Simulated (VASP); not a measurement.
Wanted: the native input for a VASP 6.6.1 run.

```
Task                   : relaxation of cell and atoms
Functional             : PBE
Dispersion             : D3(BJ)
Potentials or basis    : VASP PAW PBE potentials, release 64 (Li_sv, Cl)
Cutoff                 : 600 eV
k mesh                 : 6 × 6 × 6
Occupations            : gaussian, width 0.01 eV
Spin                   : no spin polarisation
Dipole correction      : no
Further INCAR settings : ALGO = Normal; EDIFF = 1e-07; IBRION = 2; EDIFFG = -0.05; NSW = 80; ISIF = 3
```

The structure of LiCl lies in POSCAR:

```
LiCl
1.0
    0.0000000000      2.5647700000      2.5647700000
    2.5647700000      0.0000000000      2.5647700000
    2.5647700000      2.5647700000      0.0000000000
Li Cl
1 1
Direct
    0.0000000000      0.0000000000      0.0000000000
    0.5000000000      0.5000000000      0.5000000000
```

One way to write it, as run:

INCAR

```
SYSTEM = LiCl
ALGO = Normal
EDIFF = 1E-7
EDIFFG = -0.05
ENCUT = 600
GGA = PE
IBRION = 2
ISIF = 3
ISMEAR = 0
IVDW = 12
LASPH = .True.
LCHARG = .False.
LREAL = .False.
LWAVE = .False.
NELM = 100
NSW = 80
PREC = Accurate
SIGMA = 0.01
```

KPOINTS

```
k-points
0
Gamma
  6 6 6
  0 0 0
```

Potentials or basis: VASP PAW PBE potentials, release 64 (Li_sv, Cl).

The run is started by

```sh
$ cat potpaw_PBE.64/Li_sv/POTCAR potpaw_PBE.64/Cl/POTCAR > POTCAR
$ mpirun -np 1 vasp_std > vasp.out
```

It gave:

- Relaxed volume: 15.94 Å³/atom
- Relaxed cell: a = 3.559 Å, b = 3.559 Å, c = 3.559 Å, α = 60.00°, β = 60.00°, γ = 60.00°
- Space group after relaxing (to 0.05 Å): Fm-3m (No. 225)
- Energy gained by relaxing: 6.0 meV/atom
- Ionic steps: 3
- Pressure after relaxing: -0.1 GPa
- Band gap on the k mesh: 6.68 eV, direct
- Dispersion energy per atom: -0.239 eV

Caveat: the cutoff is under 1.25 times the usual one of these potentials, so pressure, stress and relaxed cells hold a basis-set (Pulay) error.

It took 18 s on 1 thread of Intel(R) Xeon(R) Platinum 8259CL CPU @ 2.50GHz (Skylake/Cascade Lake), on a shared host, peak memory 0.17 GiB.
